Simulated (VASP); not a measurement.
# Hf2N in VASP: single point with PBEsol

Aim: the single point of Hf2N with PBEsol.

Everything below comes from runs of VASP 6.6.1. Logs are shortened: lines on timing, memory, paths and dates and some standing lists are left out, and cuts for length are marked.

## 1. The cell of the first run

The cell holds a slab with vacuum, 24 atoms: a = 5.296 Å, b = 6.202 Å, c = 24.896 Å, α = 90.00°, β = 90.00°, γ = 90.00°.

## 2. Single point, PBEsol

INCAR

```
SYSTEM = Hf2N
PREC = Accurate
ENCUT = 520
EDIFF = 1E-6
ISMEAR = 0
SIGMA = 0.1
LREAL = Auto
LASPH = .True.
NELM = 80
ALGO = Normal
ISIF = 2
LWAVE = .False.
LCHARG = .False.
LDIPOL = .True.
IDIPOL = 3
DIPOL = 0.5 0.5 0.500
GGA = PS
NBANDS = 118
KPAR = 4
```

KPOINTS

```
Automatic mesh
0
Gamma
  7 6 1
  0 0 0
```

POSCAR

```
Hf2N
1.0
    5.2955389246      0.0000000000      0.0000000000
    0.0000000000      6.2015449238      0.0000000000
    0.0000000000      0.0000000000     24.8963759491
Hf N
16 8
Direct
    0.2954633019      0.5137172639      0.3012486643
    0.2045366981      0.0137172639      0.3012486643
    0.7045366981      0.9445950294      0.3666621159
    0.7954633019      0.4445950294      0.3666621159
    0.2954633019      0.2428734106      0.4119450709
    0.2045366981      0.7428734106      0.4119450709
    0.7045366981      0.6737511760      0.4773585225
    0.7954633019      0.1737511760      0.4773585225
    0.2954633019      0.9720295572      0.5226414775
    0.2045366981      0.4720295572      0.5226414775
    0.7045366981      0.4029073227      0.5880549291
    0.7954633019      0.9029073227      0.5880549291
    0.2954633019      0.7011857039      0.6333378841
    0.2045366981      0.2011857039      0.6333378841
    0.7045366981      0.1320634693      0.6987513357
    0.7954633019      0.6320634693      0.6987513357
    0.0000000000      0.7291561467      0.3339553901
    0.5000000000      0.2291561467      0.3339553901
    0.0000000000      0.4583122933      0.4446517967
    0.5000000000      0.9583122933      0.4446517967
    0.0000000000      0.1874684400      0.5553482033
    0.5000000000      0.6874684400      0.5553482033
    0.0000000000      0.9166245866      0.6660446099
    0.5000000000      0.4166245866      0.6660446099
```

Potentials or basis: VASP PAW PBE potentials, release 64 (Hf_pv, N).

On the command line:

```bash
cat potpaw_PBE.64/Hf_pv/POTCAR potpaw_PBE.64/N/POTCAR > POTCAR
mpirun -np 4 vasp_std > vasp.out
```

OUTCAR:

```text
SYSTEM = Hf2N
   PREC = Accurate
   ENCUT = 520
   EDIFF = 1E-6
   ISMEAR = 0
   LREAL = Auto
   LASPH = .True.
   NELM = 80
   ISIF = 2
   GGA = PS

 ion  position               nearest neighbor table
   1  0.295  0.514  0.301-  17 2.21  18 2.22   4 3.14   4 3.14   6 3.14   2 3.14   2 3.14   5 3.23
                             3 3.81
   2  0.205  0.014  0.301-  18 2.21  17 2.22   3 3.14   3 3.14   5 3.14   1 3.14   1 3.14   6 3.23
                             4 3.81
   3  0.705  0.945  0.367-  17 2.21  20 2.22  18 2.22   5 3.06   8 3.14   2 3.14   2 3.14   4 3.14
                             4 3.14   6 3.14   6 3.14   7 3.23   5 3.81   1 3.81
   4  0.795  0.445  0.367-  18 2.21  19 2.22  17 2.22   6 3.06   7 3.14   1 3.14   1 3.14   3 3.14
                             3 3.14   5 3.14   5 3.14   8 3.23   6 3.81   2 3.81
   5  0.295  0.243  0.412-  19 2.21  18 2.22  20 2.22   3 3.06  10 3.14   8 3.14   8 3.14   2 3.14
                             6 3.14   6 3.14   4 3.14   4 3.14   1 3.23   9 3.23   3 3.81   7 3.81
   6  0.205  0.743  0.412-  20 2.21  17 2.22  19 2.22   4 3.06   9 3.14   7 3.14   7 3.14   1 3.14
                             5 3.14   5 3.14   3 3.14   3 3.14   2 3.23  10 3.23   4 3.81   8 3.81
   7  0.705  0.674  0.477-  19 2.21  20 2.22  22 2.22   9 3.06   4 3.14   6 3.14   6 3.14  12 3.14
                             8 3.14   8 3.14  10 3.14  10 3.14  11 3.23   3 3.23   9 3.81   5 3.81
   8  0.795  0.174  0.477-  20 2.21  19 2.22  21 2.22  10 3.06   3 3.14   5 3.14   5 3.14  11 3.14
                             7 3.14   7 3.14   9 3.14   9 3.14  12 3.23   4 3.23  10 3.81   6 3.81
   9  0.295  0.972  0.523-  21 2.21  22 2.22  20 2.22   7 3.06   6 3.14  12 3.14  12 3.14  14 3.14
[... 9 lines left out ...]
  14  0.205  0.201  0.633-  24 2.21  21 2.22  23 2.22  12 3.06  15 3.14  15 3.14   9 3.14  13 3.14
                            13 3.14  11 3.14  11 3.14  10 3.23  12 3.81  16 3.81
  15  0.705  0.132  0.699-  23 2.21  24 2.22  12 3.14  14 3.14  14 3.14  16 3.14  16 3.14  11 3.23
                            13 3.81
  16  0.795  0.632  0.699-  24 2.21  23 2.22  11 3.14  13 3.14  13 3.14  15 3.14  15 3.14  12 3.23
                            14 3.81
  17  0.000  0.729  0.334-   3 2.21   1 2.21   2 2.22   6 2.22   4 2.22
  18  0.500  0.229  0.334-   4 2.21   2 2.21   1 2.22   5 2.22   3 2.22
  19  0.000  0.458  0.445-   5 2.21   7 2.21   4 2.22  10 2.22   8 2.22   6 2.22
  20  0.500  0.958  0.445-   6 2.21   8 2.21   3 2.22   9 2.22   7 2.22   5 2.22
  21  0.000  0.187  0.555-  11 2.21   9 2.21  10 2.22  14 2.22  12 2.22   8 2.22
  22  0.500  0.687  0.555-  12 2.21  10 2.21   9 2.22  13 2.22  11 2.22   7 2.22
  23  0.000  0.917  0.666-  13 2.21  15 2.21  12 2.22  14 2.22  16 2.22
  24  0.500  0.417  0.666-  14 2.21  16 2.21  11 2.22  13 2.22  15 2.22

  LATTYP: Found a simple orthorhombic cell.
 ALAT       =     5.2955389246
 B/A-ratio  =     1.1710885355
 C/A-ratio  =     4.7013866395

  Lattice vectors:

 A1 = (   5.2955389246,   0.0000000000,   0.0000000000)
 A2 = (   0.0000000000,   6.2015449238,   0.0000000000)
 A3 = (   0.0000000000,   0.0000000000,  24.8963759491)

Analysis of symmetry for initial positions (statically):
=====================================================================
 Subroutine PRICEL returns:
 Original cell was already a primitive cell.

 Routine SETGRP: Setting up the symmetry group for a
 simple orthorhombic supercell.

 Subroutine GETGRP returns: Found  4 space group operations
 (whereof  1 operations were pure point group operations)
 out of a pool of  8 trial point group operations.

The static configuration has the point symmetry C_1 .
 The point group associated with its full space group is C_2h.

Analysis of symmetry for dynamics (positions and initial velocities):
=====================================================================
 Subroutine PRICEL returns:
 Original cell was already a primitive cell.

 Routine SETGRP: Setting up the symmetry group for a
 simple orthorhombic supercell.

 Subroutine GETGRP returns: Found  4 space group operations
 (whereof  1 operations were pure point group operations)
 out of a pool of  8 trial point group operations.

The dynamic configuration has the point symmetry C_1 .
 The point group associated with its full space group is C_2h.

 Subroutine INISYM returns: Found  4 space group operations
 (whereof  1 operations are pure point group operations),
 and found     1 'primitive' translations

----------------------------------------------------------------------------------------

                                     Primitive cell

  volume of cell :     817.6100

  direct lattice vectors                    reciprocal lattice vectors
     5.295538925  0.000000000  0.000000000     0.188838193  0.000000000  0.000000000
[... 79 lines left out ...]

 Subroutine IBZKPT returns following result:
 ===========================================

 Found     16 irreducible k-points:

 Following reciprocal coordinates:
            Coordinates               Weight
  0.000000  0.000000  0.000000      1.000000
  0.142857  0.000000  0.000000      2.000000
  0.285714  0.000000  0.000000      2.000000
  0.428571  0.000000  0.000000      2.000000
  0.000000  0.166667  0.000000      2.000000
  0.142857  0.166667  0.000000      4.000000
[... 8 lines left out ...]
  0.285714  0.500000  0.000000      2.000000
  0.428571  0.500000  0.000000      2.000000
   k-points           NKPTS =     16   k-points in BZ     NKDIM =     16   number of bands    NBANDS=    118
   number of dos      NEDOS =    301   number of ions     NIONS =     24
   total plane-waves  NPLWV = 368640
   dimension x,y,z NGX =    40 NGY =   48 NGZ =  192
   dimension x,y,z NGXF=    80 NGYF=   96 NGZF=  384
   ions per type =              16   8
   NGX,Y,Z   is equivalent  to a cutoff of  12.56, 12.87, 12.82 a.u.
   NGXF,Y,Z  is equivalent  to a cutoff of  25.11, 25.73, 25.64 a.u.
 SYSTEM =  Hf2N
   PREC   = accura    normal or accurate (medium, high low for compatibility)
   ISTART =      0    job   : 0-new  1-cont  2-samecut
   ICHARG =      2    charge: 1-file 2-atom 10-const
   ISPIN  =      1    spin polarized calculation?
   LNONCOLLINEAR =      F non collinear calculations
   LSORBIT =      F    spin-orbit coupling
   LASPH  =      T    aspherical Exc in radial PAW
   ENCUT  =  520.0 eV  38.22 Ry    6.18 a.u.   9.85 11.53 46.29*2*pi/ulx,y,z
   NELM   =     80;   NELMIN=  2; NELMDL= -5     # of ELM steps
   EDIFF  = 0.1E-05   stopping-criterion for ELM
   LREAL  =      T    real-space projection
   EDIFFG = 0.1E-04   stopping-criterion for IOM
   NSW    =      0    number of steps for IOM
   IBRION =     -1    ionic relax: 0-MD 1-quasi-New 2-CG
   NFREE  =      0    steps in history (QN), initial steepest desc. (CG)
   ISIF   =      2    stress and relaxation
   ISYM   =      2    0-nonsym 1-usesym 2-fastsym
   POTIM  = 0.5000    time-step for ionic-motion
   TEBEG  =    0.0;   TEEND  =   0.0 temperature during run
   PSTRESS=    0.0 pullay stress
   NELECT =     200.0000    total number of electrons
   NUPDOWN=      -1.0000    fix difference up-down
   EMIN   =  10.00;   EMAX   =-10.00  energy-range for DOS
   EFERMI =   0.00;   METHOD = LEGACY
   ISMEAR =     0;   SIGMA  =   0.10  broadening in eV -4-tet -1-fermi 0-gaus
   EFERMI_NEDOS =   21; number of points for ismear=-14 and -15
   IALGO  =     38    algorithm
   IMIX   =      4    mixing-type and parameters
     AMIX     =   0.40;   BMIX     =  1.00
     AMIX_MAG =   1.60;   BMIX_MAG =  1.00
  volume/ion in A,a.u.               =      34.07       229.90
  Fermi-wavevector in a.u.,A,eV,Ry     =   1.023849  1.934795 14.262548  1.048268
  Thomas-Fermi vector in A             =   2.157605
   LORBIT       =      0    0 simple, 1 ext, 2 COOP (PROOUT), +10 PAW based schemes
   GGA     = PS    functional components
   LHFCALC =     F    Hartree Fock is set to
   AEXX    =    0.0000 exact exchange contribution
   IVDW    =     0    specifies the selected vdW correction
   LEPSILON=     F    determine dielectric tensor
   LRPA    =     F    only Hartree local field effects (RPA)
 non-spin polarized calculation
 Gauss-broadening in eV      SIGMA  =   0.10
  energy-cutoff  :      520.00
  volume of cell :      817.61
 maximum number of plane-waves:     22076
 NGX is ok and might be reduce to    40
   NGX = 19   NGY = 23   NGZ = 93

 number of electron     200.0000004 magnetization

 dipolmoment           0.000000      0.000000     -0.000000 electrons x Angstroem

 Free energy of the ion-electron system (eV)
  ---------------------------------------------------
  ext. energy  EPLUGINS =         0.00000000
  ---------------------------------------------------
  free energy    TOTEN  =      -258.25315156 eV

  energy without entropy =     -258.15880101  energy(sigma->0) =     -258.20597628

 E-fermi :   0.8019     XC(G=0):  -6.3778

 val. band max:        0.7971520547   @ k =   0.2857   0.3333   0.0000
 cond. band min:       0.8062199272   @ k =   0.4286   0.1667   0.0000
 fundamental gap:      0.0090678725
 Fermi energy:         0.8019394983

 k-point     1 :       0.0000    0.0000    0.0000
  band No.  band energies     occupation
      1     -30.6508      2.00000
      2     -30.6482      2.00000
      3     -30.5599      2.00000
      4     -30.5579      2.00000
      5     -30.4715      2.00000
      6     -30.4700      2.00000
[... 1829 lines left out ...]
    111       1.9983      0.00000
    112       1.9983      0.00000
 [bands above 112 left out]

------------------------ aborting loop because EDIFF is reached ----------------------------------------

 vacuum level on the upper side and lower side of the slab       (xc-potential included)        -0.211        -0.211

  FORCE on cell =-STRESS in cart. coord.  units (eV):
  Direction    XX          YY          ZZ          XY          YZ          ZX
  --------------------------------------------------------------------------------------
  -------------------------------------------------------------------------------------
  Total      -13.1503432    -23.3496507    -11.4945611      0.0000000     -1.3598732      0.0000000
  in kB      -25.7692322    -45.7556552    -22.5245842      0.0000000     -2.6647888      0.0000000
  external PRESSURE =     -31.3498238 kB  Pullay stress =       0.0000000 kB

 VOLUME and BASIS-vectors are now :
 -----------------------------------------------------------------------------
  energy-cutoff  :      520.00
  volume of cell :      817.61
      direct lattice vectors                 reciprocal lattice vectors
     5.295538925  0.000000000  0.000000000     0.188838193  0.000000000  0.000000000
     0.000000000  6.201544924  0.000000000     0.000000000  0.161250142  0.000000000
     0.000000000  0.000000000 24.896375949     0.000000000  0.000000000  0.040166489

 POSITION                                       TOTAL-FORCE (eV/Angst)
 -----------------------------------------------------------------------------------
      1.56464      3.18584      7.50000        -0.533895      0.113097      1.658548
      1.08313      0.08507      7.50000         0.533895      0.113097      1.658548
      3.73090      5.85795      9.12856        -0.296317     -0.323381     -0.325439
      4.21241      2.75718      9.12856         0.296317     -0.323381     -0.325439
      1.56464      1.50619     10.25594        -0.434335      0.030691      0.030736
      1.08313      4.60696     10.25594         0.434335      0.030691      0.030736
[... 16 lines left out ...]
      0.00000      5.68449     16.58210        -0.332351     -0.178204      1.000221
      2.64777      2.58372     16.58210         0.332351     -0.178204      1.000221
 -----------------------------------------------------------------------------------
    total drift:                                0.000000     -0.000001     -0.000001

  FREE ENERGIE OF THE ION-ELECTRON SYSTEM (eV)
  ---------------------------------------------------
  free  energy   TOTEN  =      -258.2531515628 eV

  energy  without entropy=     -258.1588010061  energy(sigma->0) =     -258.20597628

 vacuum level on the upper side and lower side of the slab         4.172         4.172
```

Wall time 21 min (4 MPI ranks of Intel Xeon Platinum 8259CL at 2.50GHz (Skylake/Cascade Lake), shared host); peak memory 1.4 GiB.

Results:

| Property | Result |
| --- | --- |
| Free energy | -258.2532 eV |
| Largest force | 1.746 eV/Å |
| Band gap on the k mesh | zero (bands 100 and 101 overlap by 0.43 eV) |

Forces in eV/Å, atoms in the order of the input:
```
Hf  -0.534  0.113  1.659
Hf   0.534  0.113  1.659
Hf  -0.296 -0.323 -0.325
Hf   0.296 -0.323 -0.325
Hf  -0.434  0.031  0.031
Hf   0.434  0.031  0.031
Hf   0.058 -0.020 -0.044
Hf  -0.058 -0.020 -0.044
Hf  -0.058  0.020  0.044
Hf   0.058  0.020  0.044
Hf   0.434 -0.031 -0.031
Hf  -0.434 -0.031 -0.031
Hf   0.296  0.323  0.325
Hf  -0.296  0.323  0.325
Hf   0.534 -0.113 -1.659
Hf  -0.534 -0.113 -1.659
N    0.332  0.178 -1.000
N   -0.332  0.178 -1.000
N   -0.108  0.045 -0.151
N    0.108  0.045 -0.151
N    0.108 -0.045  0.151
N   -0.108 -0.045  0.151
N   -0.332 -0.178  1.000
N    0.332 -0.178  1.000
```

Caveat: the PAW data sets were made with another functional, which shifts forces and pressure a little; spin-orbit coupling is left out, which moves the levels of the heavy elements.
